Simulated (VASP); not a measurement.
# Sn (Fd-3m) in VASP: further runs, part 2 of 2

VASP 6.6.1. The steps go on from the part before.

## Step 6: Single point, RPBE+D3(BJ)

This run uses another cell than the first one, of 33.80 Å³/atom.

INCAR reads:

```
ALGO     = Normal         # electronic algorithm
EDIFF    = 1E-6           # SCF threshold, eV
ENCUT    = 500            # plane-wave cutoff, eV
GGA      = RP             # functional
GGA_COMPAT= False        
ISIF     = 2              # what is computed and relaxed
ISMEAR   = -1             # smearing method
IVDW     = 12             # dispersion correction
LASPH    = True           # aspherical terms in the spheres
LCHARG   = False          # write CHGCAR
LREAL    = False          # projectors in reciprocal space
LWAVE    = False          # write WAVECAR
NBANDS   = 21             # bands
NELM     = 120            # most SCF steps
PREC     = Accurate       # precision mode
SIGMA    = 0.025          # smearing width, eV
```

KPOINTS reads:

```
k-points
0
Gamma
  7 7 7
```

POSCAR reads:

```
Sn
1.0
    0.0000000000      3.2333428000      3.2333428000
    3.2333428000      0.0000000000      3.2333428000
    3.2333428000      3.2333428000      0.0000000000
Sn
2
Direct
    0.2500000000      0.2500000000      0.2500000000
    1.0000000000      1.0000000000      1.0000000000
```

Potentials or basis: VASP PAW PBE potentials, release 64 (Sn_d).

Run with:

```sh
cat potpaw_PBE.64/Sn_d/POTCAR > POTCAR
mpirun -np 1 vasp_std > vasp.out
```

OUTCAR:

```text
EDIFF = 1E-6
   ENCUT = 500
   GGA = RP
   ISIF = 2
   ISMEAR = -1
   IVDW = 12
   LASPH = True
   LREAL = False
   NELM = 120
   PREC = Accurate
 IVDW          = 12

 ion  position               nearest neighbor table
   1  0.250  0.250  0.250-   2 2.80   2 2.80   2 2.80   2 2.80
   2  0.000  0.000  0.000-   1 2.80   1 2.80   1 2.80   1 2.80

  LATTYP: Found a face centered cubic cell.
 ALAT       =     6.4666856000

  Lattice vectors:

 A1 = (   0.0000000000,   3.2333428000,   3.2333428000)
 A2 = (   3.2333428000,   0.0000000000,   3.2333428000)
 A3 = (   3.2333428000,   3.2333428000,   0.0000000000)

Analysis of symmetry for initial positions (statically):
=====================================================================
 Subroutine PRICEL returns:
 Original cell was already a primitive cell.

 Routine SETGRP: Setting up the symmetry group for a
 face centered cubic supercell.

 Subroutine GETGRP returns: Found 48 space group operations
 (whereof 24 operations were pure point group operations)
 out of a pool of 48 trial point group operations.

The static configuration has the point symmetry T_d .
 The point group associated with its full space group is O_h .

Analysis of symmetry for dynamics (positions and initial velocities):
=====================================================================
 Subroutine PRICEL returns:
 Original cell was already a primitive cell.

 Routine SETGRP: Setting up the symmetry group for a
 face centered cubic supercell.

 Subroutine GETGRP returns: Found 48 space group operations
 (whereof 24 operations were pure point group operations)
 out of a pool of 48 trial point group operations.

The dynamic configuration has the point symmetry T_d .
 The point group associated with its full space group is O_h .

 Subroutine INISYM returns: Found 48 space group operations
[... 105 lines left out ...]
   EMIN   =  10.00;   EMAX   =-10.00  energy-range for DOS
   EFERMI =   0.00;   METHOD = LEGACY
   ISMEAR =    -1;   SIGMA  =   0.03  broadening in eV -4-tet -1-fermi 0-gaus
   EFERMI_NEDOS =   21; number of points for ismear=-14 and -15
   IALGO  =     38    algorithm
   IMIX   =      4    mixing-type and parameters
     AMIX     =   0.40;   BMIX     =  1.00
     AMIX_MAG =   1.60;   BMIX_MAG =  1.00
  volume/ion in A,a.u.               =      33.80       228.11
  Fermi-wavevector in a.u.,A,eV,Ry     =   1.220298  2.306028 20.260793  1.489126
  Thomas-Fermi vector in A             =   2.355520
   LORBIT       =      0    0 simple, 1 ext, 2 COOP (PROOUT), +10 PAW based schemes
   GGA     = RP    functional components
   LHFCALC =     F    Hartree Fock is set to
   AEXX    =    0.0000 exact exchange contribution
   IVDW    =    12    specifies the selected vdW correction
   LEPSILON=     F    determine dielectric tensor
   LRPA    =     F    only Hartree local field effects (RPA)
 non-spin polarized calculation
  energy-cutoff  :      500.00
  volume of cell :       67.61
 maximum number of plane-waves:      1759
 NGX is ok and might be reduce to    36
   NGX = 17   NGY = 17   NGZ = 17

 number of electron      28.0000008 magnetization

 Free energy of the ion-electron system (eV)
  ---------------------------------------------------
  ext. energy  EPLUGINS =         0.00000000
  ---------------------------------------------------
  free energy    TOTEN  =        -6.89788654 eV

  energy without entropy =       -6.89716900  energy(sigma->0) =       -6.89752777

 E-fermi :   5.9454     XC(G=0):  -8.7517

 val. band max:        5.6057568733   @ k =   0.1429   0.0000   0.0000
 cond. band min:       5.9626143203   @ k =   0.0000   0.0000   0.0000
 fundamental gap:      0.3568574469
 Fermi energy:         5.9453624803

 k-point     1 :       0.0000    0.0000    0.0000
  band No.  band energies     occupation
      1     -15.8690      2.00000
      2     -15.8690      2.00000
      3     -15.8690      2.00000
      4     -15.8093      2.00000
      5     -15.8093      2.00000
      6     -15.4922      2.00000
[... 469 lines left out ...]
     20      14.6650      0.00000
     21      16.5133      0.00000

------------------------ aborting loop because EDIFF is reached ----------------------------------------

 Edisp (eV)   -3.03361

 E8    (eV) :    -2.0841

  FORCE on cell =-STRESS in cart. coord.  units (eV):
  Direction    XX          YY          ZZ          XY          YZ          ZX
  --------------------------------------------------------------------------------------
  -------------------------------------------------------------------------------------
  Total      -1.23450    -1.23450    -1.23450     0.00000     0.00000     0.00000
  in kB     -29.25617   -29.25617   -29.25617     0.00000     0.00000     0.00000
  external pressure =      -29.26 kB  Pullay stress =        0.00 kB

 VOLUME and BASIS-vectors are now :
 -----------------------------------------------------------------------------
  energy-cutoff  :      500.00
  volume of cell :       67.61
      direct lattice vectors                 reciprocal lattice vectors
     0.000000000  3.233342800  3.233342800    -0.154638723  0.154638723  0.154638723
     3.233342800  0.000000000  3.233342800     0.154638723 -0.154638723  0.154638723
     3.233342800  3.233342800  0.000000000     0.154638723  0.154638723 -0.154638723

 POSITION                                       TOTAL-FORCE (eV/Angst)
 -----------------------------------------------------------------------------------
      1.61667      1.61667      1.61667        -0.000000     -0.000000     -0.000000
      0.00000      0.00000      0.00000         0.000000      0.000000      0.000000
 -----------------------------------------------------------------------------------
    total drift:                                0.000000      0.000000      0.000000

  FREE ENERGIE OF THE ION-ELECTRON SYSTEM (eV)
  ---------------------------------------------------
  free  energy   TOTEN  =        -9.9315011198 eV

  energy  without entropy=       -9.9307835846  energy(sigma->0) =       -9.93114235
```

Run time: 15 s. Hardware: 1 thread of Intel Xeon 6975P-C (Granite Rapids), shared host; peak memory 0.21 GiB.

What came out:

| Property | Result |
| --- | --- |
| Free energy | -9.9315 eV |
| Pressure | -2.9 GPa |
| Band gap on the k mesh | zero (filled and empty bands touch) |
| Dispersion energy per atom | -1.517 eV |

Levels at points of the mesh, in eV from the Fermi level:
```csv
k point,band 10,band 11,band 12,band 13,band 14,band 15,band 16,band 17,band 18,band 19
"(0.00, 0.00, 0.00)",-21.43,-10.72,-0.55,0.02,0.02,0.02,2.10,2.10,2.10,5.16
```

Caveat: the dispersion term is far too large for a dense solid, which distorts pressure and volume; the PAW data sets were made with another functional, which shifts forces and pressure a little; spin-orbit coupling is left out, which moves the levels of the heavy elements.

## Step 7: Summary

```csv
task,level,cell,cutoff (eV),smearing,gap on the mesh (eV),pressure (GPa)
single point,revPBE+D3(BJ),"a = 4.635 Å, angles 60.0°, 2 atoms",520,fermi-dirac 0.05 eV,none,0.0
single point,BLYP,"a = 4.821 Å, angles 60.0°, 2 atoms",520,fermi-dirac 0.05 eV,none,0.0
relaxation of cell and atoms,BLYP,"relaxed from a = 4.573 Å, angles 60.0°, 2 atoms",600,fermi-dirac 0.05 eV,none,0.1
single point,BLYP+D3(BJ),"a = 4.573 Å, angles 60.0°, 2 atoms",500,fermi-dirac 0.05 eV,none,2.5
single point,RPBE+D3(BJ),"a = 4.573 Å, angles 60.0°, 2 atoms",500,fermi-dirac 0.025 eV,none,-2.9
```

Alike in all rows: potentials or basis VASP PAW PBE potentials, release 64 (Sn_d); no spin polarisation; k mesh 7 × 7 × 7.

Caveats: the PAW data sets were made with another functional, which shifts forces and pressure a little; spin-orbit coupling is left out, which moves the levels of the heavy elements; the volume moved by over 15 % at a fixed basis, so the end points are rough (at least some runs); three body term missing (at least some runs); the dispersion term is far too large for a dense solid, which distorts pressure and volume (at least some runs).

Absolute energies hang on the potentials; compare differences alone.

The gap in the log of VASP goes by the Fermi energy; the results here count the filled bands.